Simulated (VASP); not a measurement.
# PbSe (Clausthalite) (Fm-3m) in VASP: settings compared, part 2 of 2

VASP 6.6.1. Earlier steps stand in the parts before.

### Step 6. Single point, PBEsol

This run uses another cell than the first one, of 24.71 Å³/atom, 0.862 times its volume.

Input file INCAR:

```
PREC = Accurate ; ENCUT = 520
EDIFF = 1E-6 ; ISMEAR = -1
SIGMA = 0.05 ; LREAL = F
LASPH = T ; NELM = 60
ALGO = Normal ; ISIF = 2
LWAVE = F ; LCHARG = F
GGA = PS ; NBANDS = 17
```

Input file KPOINTS:

```
Automatic mesh
0
Gamma
  8 8 8
```

Input file POSCAR:

```
PbSe
1.0
    0.0000000000      2.9125637730      2.9125637730
    2.9125637730      0.0000000000      2.9125637730
    2.9125637730      2.9125637730      0.0000000000
Pb Se
1 1
Direct
    0.0000000000      0.0000000000      0.0000000000
    0.5000000000      0.5000000000      0.5000000000
```

Potentials or basis: VASP PAW PBE potentials, release 64 (Pb_d, Se).

On the command line:

```sh
$ cat potpaw_PBE.64/Pb_d/POTCAR potpaw_PBE.64/Se/POTCAR > POTCAR
$ mpirun -np 1 vasp_std > vasp.out
```

OUTCAR:

```text
PREC = Accurate
   ENCUT = 520
   EDIFF = 1E-6
   ISMEAR = -1
   LREAL = F
   LASPH = T
   NELM = 60
   ISIF = 2
   GGA = PS

 ion  position               nearest neighbor table
   1  0.000  0.000  0.000-   2 2.91   2 2.91   2 2.91   2 2.91   2 2.91   2 2.91
   2  0.500  0.500  0.500-   1 2.91   1 2.91   1 2.91   1 2.91   1 2.91   1 2.91

  LATTYP: Found a face centered cubic cell.
 ALAT       =     5.8251275460

  Lattice vectors:

 A1 = (   0.0000000000,   2.9125637730,   2.9125637730)
 A2 = (   2.9125637730,   0.0000000000,   2.9125637730)
 A3 = (   2.9125637730,   2.9125637730,   0.0000000000)

Analysis of symmetry for initial positions (statically):
=====================================================================
 Subroutine PRICEL returns:
 Original cell was already a primitive cell.

 Routine SETGRP: Setting up the symmetry group for a
 face centered cubic supercell.

 Subroutine GETGRP returns: Found 48 space group operations
 (whereof 48 operations were pure point group operations)
 out of a pool of 48 trial point group operations.

The static configuration has the point symmetry O_h .

Analysis of symmetry for dynamics (positions and initial velocities):
=====================================================================
 Subroutine PRICEL returns:
 Original cell was already a primitive cell.

 Routine SETGRP: Setting up the symmetry group for a
 face centered cubic supercell.

 Subroutine GETGRP returns: Found 48 space group operations
 (whereof 48 operations were pure point group operations)
 out of a pool of 48 trial point group operations.

The dynamic configuration has the point symmetry O_h .

 Subroutine INISYM returns: Found 48 space group operations
 (whereof 48 operations are pure point group operations),
 and found     1 'primitive' translations

----------------------------------------------------------------------------------------

                                     Primitive cell

  volume of cell :      49.4147

  direct lattice vectors                    reciprocal lattice vectors
     0.000000000  2.912563773  2.912563773    -0.171670061  0.171670061  0.171670061
     2.912563773  0.000000000  2.912563773     0.171670061 -0.171670061  0.171670061
     2.912563773  2.912563773  0.000000000     0.171670061  0.171670061 -0.171670061

  length of vectors
     4.118987189  4.118987189  4.118987189     0.297341267  0.297341267  0.297341267

  position of ions in fractional coordinates (direct lattice)
     0.000000000  0.000000000  0.000000000
     0.500000000  0.500000000  0.500000000

  ion indices of the primitive-cell ions
   primitive index   ion index
                 1           1
                 2           2

----------------------------------------------------------------------------------------

 KPOINTS: Automatic mesh

Automatic generation of k-mesh.
 Grid dimensions read from file:
 generate k-points for:    8    8    8

 Generating k-lattice:

  Cartesian coordinates                     Fractional coordinates (reciprocal lattice)
    -0.021458758  0.021458758  0.021458758     0.125000000  0.000000000  0.000000000
     0.021458758 -0.021458758  0.021458758     0.000000000  0.125000000  0.000000000
     0.021458758  0.021458758 -0.021458758     0.000000000  0.000000000  0.125000000

  Length of vectors
     0.037167658  0.037167658  0.037167658

  Shift w.r.t. Gamma in fractional coordinates (k-lattice)
     0.000000000  0.000000000  0.000000000

 Subroutine IBZKPT returns following result:
 ===========================================

 Found     29 irreducible k-points:

 Following reciprocal coordinates:
            Coordinates               Weight
  0.000000  0.000000  0.000000      1.000000
  0.125000  0.000000  0.000000      8.000000
  0.250000  0.000000  0.000000      8.000000
  0.375000  0.000000  0.000000      8.000000
  0.500000  0.000000  0.000000      4.000000
  0.125000  0.125000  0.000000      6.000000
[... 16 lines left out ...]
  0.500000  0.250000  0.125000     48.000000
 -0.375000  0.250000  0.125000     24.000000
 [... further k-points ...]
   k-points           NKPTS =     29   k-points in BZ     NKDIM =     29   number of bands    NBANDS=     17
   number of dos      NEDOS =    301   number of ions     NIONS =      2
   total plane-waves  NPLWV =  32768
   dimension x,y,z NGX =    32 NGY =   32 NGZ =   32
   dimension x,y,z NGXF=    64 NGYF=   64 NGZF=   64
   ions per type =               1   1
   NGX,Y,Z   is equivalent  to a cutoff of  12.92, 12.92, 12.92 a.u.
   NGXF,Y,Z  is equivalent  to a cutoff of  25.83, 25.83, 25.83 a.u.
 SYSTEM =  unknown system
   PREC   = accura    normal or accurate (medium, high low for compatibility)
   ISTART =      0    job   : 0-new  1-cont  2-samecut
   ICHARG =      2    charge: 1-file 2-atom 10-const
   ISPIN  =      1    spin polarized calculation?
   LNONCOLLINEAR =      F non collinear calculations
   LSORBIT =      F    spin-orbit coupling
   LASPH  =      T    aspherical Exc in radial PAW
   ENCUT  =  520.0 eV  38.22 Ry    6.18 a.u.   7.66  7.66  7.66*2*pi/ulx,y,z
   NELM   =     60;   NELMIN=  2; NELMDL= -5     # of ELM steps
   EDIFF  = 0.1E-05   stopping-criterion for ELM
   LREAL  =      F    real-space projection
   EDIFFG = 0.1E-04   stopping-criterion for IOM
   NSW    =      0    number of steps for IOM
   IBRION =     -1    ionic relax: 0-MD 1-quasi-New 2-CG
   NFREE  =      0    steps in history (QN), initial steepest desc. (CG)
   ISIF   =      2    stress and relaxation
   ISYM   =      2    0-nonsym 1-usesym 2-fastsym
   POTIM  = 0.5000    time-step for ionic-motion
   TEBEG  =    0.0;   TEEND  =   0.0 temperature during run
   PSTRESS=    0.0 pullay stress
   NELECT =      20.0000    total number of electrons
   NUPDOWN=      -1.0000    fix difference up-down
   EMIN   =  10.00;   EMAX   =-10.00  energy-range for DOS
   EFERMI =   0.00;   METHOD = LEGACY
   ISMEAR =    -1;   SIGMA  =   0.05  broadening in eV -4-tet -1-fermi 0-gaus
   EFERMI_NEDOS =   21; number of points for ismear=-14 and -15
   IALGO  =     38    algorithm
   IMIX   =      4    mixing-type and parameters
     AMIX     =   0.40;   BMIX     =  1.00
     AMIX_MAG =   1.60;   BMIX_MAG =  1.00
  volume/ion in A,a.u.               =      24.71       166.73
  Fermi-wavevector in a.u.,A,eV,Ry     =   1.210968  2.288398 19.952180  1.466444
  Thomas-Fermi vector in A             =   2.346498
   LORBIT       =      0    0 simple, 1 ext, 2 COOP (PROOUT), +10 PAW based schemes
   GGA     = PS    functional components
   LHFCALC =     F    Hartree Fock is set to
   AEXX    =    0.0000 exact exchange contribution
   IVDW    =     0    specifies the selected vdW correction
   LEPSILON=     F    determine dielectric tensor
   LRPA    =     F    only Hartree local field effects (RPA)
 non-spin polarized calculation
  energy-cutoff  :      520.00
  volume of cell :       49.41
 maximum number of plane-waves:      1363
   NGX = 15   NGY = 15   NGZ = 15

 number of electron      20.0000001 magnetization

 Free energy of the ion-electron system (eV)
  ---------------------------------------------------
  ext. energy  EPLUGINS =         0.00000000
  ---------------------------------------------------
  free energy    TOTEN  =        -8.71289267 eV

  energy without entropy =       -8.71274991  energy(sigma->0) =       -8.71282129

 E-fermi :   6.8876     XC(G=0): -10.4216

 val. band max:        6.6856134972   @ k =   0.5000   0.0000   0.0000
 cond. band min:       7.0880759256   @ k =   0.5000   0.0000   0.0000
 fundamental gap:      0.4024624284
 Fermi energy:         6.8875990745

 k-point     1 :       0.0000    0.0000    0.0000
  band No.  band energies     occupation
      1     -10.1931      2.00000
      2     -10.1931      2.00000
      3     -10.1849      2.00000
      4     -10.1849      2.00000
      5     -10.1849      2.00000
      6      -8.1148      2.00000
[... 9 lines left out ...]
     16      12.9946      0.00000
     17      14.3607      0.00000
[... 441 lines left out ...]
 k-point    24 :      -0.3750    0.2500    0.1250
  band No.  band energies     occupation
      1     -10.3227      2.00000
      2     -10.2188      2.00000
      3     -10.1702      2.00000
      4     -10.1496      2.00000
      5     -10.1205      2.00000
      6      -6.3031      2.00000
[... 9 lines left out ...]
     16      17.7652      0.00000
     17      17.9382      0.00000

 [... further k-points ...]

------------------------ aborting loop because EDIFF is reached ----------------------------------------

  FORCE on cell =-STRESS in cart. coord.  units (eV):
  Direction    XX          YY          ZZ          XY          YZ          ZX
  --------------------------------------------------------------------------------------
  -------------------------------------------------------------------------------------
  Total        3.0826760      3.0826760      3.0826760      0.0000000     -0.0000000      0.0000000
  in kB       99.9498476     99.9498476     99.9498476      0.0000000     -0.0000000      0.0000000
  external PRESSURE =      99.9498476 kB  Pullay stress =       0.0000000 kB

 VOLUME and BASIS-vectors are now :
 -----------------------------------------------------------------------------
  energy-cutoff  :      520.00
  volume of cell :       49.41
      direct lattice vectors                 reciprocal lattice vectors
     0.000000000  2.912563773  2.912563773    -0.171670061  0.171670061  0.171670061
     2.912563773  0.000000000  2.912563773     0.171670061 -0.171670061  0.171670061
     2.912563773  2.912563773  0.000000000     0.171670061  0.171670061 -0.171670061

 POSITION                                       TOTAL-FORCE (eV/Angst)
 -----------------------------------------------------------------------------------
      0.00000      0.00000      0.00000         0.000000      0.000000     -0.000000
      2.91256      2.91256      2.91256        -0.000000      0.000000      0.000000
 -----------------------------------------------------------------------------------
    total drift:                                0.000000     -0.000000     -0.000000

  FREE ENERGIE OF THE ION-ELECTRON SYSTEM (eV)
  ---------------------------------------------------
  free  energy   TOTEN  =        -8.7128926709 eV

  energy  without entropy=       -8.7127499104  energy(sigma->0) =       -8.71282129
```

stdout:

```text
POSCAR found type information on POSCAR PbSe
 POSCAR found :  2 types and       2 ions
 scaLAPACK will be used
 -----------------------------------------------------------------------------
|                                                                             |
|                                                                             |
|     You enforced a specific xc type in the INCAR file but a different       |
|     I HOPE YOU KNOW WHAT YOU ARE DOING!                                     |
|                                                                             |
 -----------------------------------------------------------------------------

 LDA part: xc-table for (Slater+PW92), standard interpolation
 POSCAR, INCAR and KPOINTS ok, starting setup
 FFT: planning ... GRIDC
 FFT: planning ... GRID_SOFT
 FFT: planning ... GRID
 WAVECAR not read
 entering main loop
```

It took 9.6 s on 1 thread of AMD EPYC 9R45 (Zen 5), shared host; peak memory 0.15 GiB.

What came out:

```
Free energy            : -8.7129 eV
Pressure               : 10.0 GPa
Band gap on the k mesh : 0.40 eV, direct
```

Levels at points of the mesh, in eV from the valence-band top:
| k point | band 8 | band 9 | band 10 | band 11 | band 12 | band 13 |
| --- | --- | --- | --- | --- | --- | --- |
| (0.00, 0.00, 0.00) | -2.39 | -2.39 | -2.39 | 5.21 | 5.21 | 5.21 |
| (0.50, 0.00, 0.00) | -1.84 | -1.84 | 0.00 | 0.40 | 1.48 | 1.48 |
| (0.50, 0.50, 0.00) | -6.16 | -4.05 | -4.05 | 3.11 | 6.38 | 6.38 |

Caveat: the PAW data sets were made with another functional, which shifts forces and pressure a little; spin-orbit coupling is left out, which moves the levels of the heavy elements. A k mesh can miss the band edges.

### Step 7. Overview

```csv
task,level,cell,cutoff (eV),gap on the mesh (eV),pressure (GPa),relaxed volume (Å³/atom)
relaxation of cell and atoms,revPBE,"relaxed from a = 4.328 Å, angles 60.0°, 2 atoms",600,0.58,0.0,30.86
relaxation of cell and atoms,RPBE+D4,"relaxed from a = 4.328 Å, angles 60.0°, 2 atoms",600,0.40,0.0,28.84
single point,PBEsol,"a = 3.911 Å, angles 60.0°, 2 atoms",520,0.74,30.1,-
single point,PBEsol,"a = 3.999 Å, angles 60.0°, 2 atoms",520,0.80,20.0,-
single point,PBEsol,"a = 4.119 Å, angles 60.0°, 2 atoms",520,0.40,10.0,-
```

Alike in all rows: potentials or basis VASP PAW PBE potentials, release 64 (Pb_d, Se); no spin polarisation; k mesh 8 × 8 × 8; smearing fermi-dirac 0.05 eV.

Caveats: the PAW data sets were made with another functional, which shifts forces and pressure a little; spin-orbit coupling is left out, which moves the levels of the heavy elements.

Total energies depend on the potentials used, so only differences within one code and one set of settings carry meaning.

### Step 8. Against experiment

Step 2. The cell as given is a measured one (28.67 Å³/atom); revPBE puts the equilibrium volume +7.6 % from it, thermal expansion not counted.

Step 3. The cell as given is a measured one (28.67 Å³/atom); RPBE+D4 puts the equilibrium volume +0.6 % from it, thermal expansion not counted.
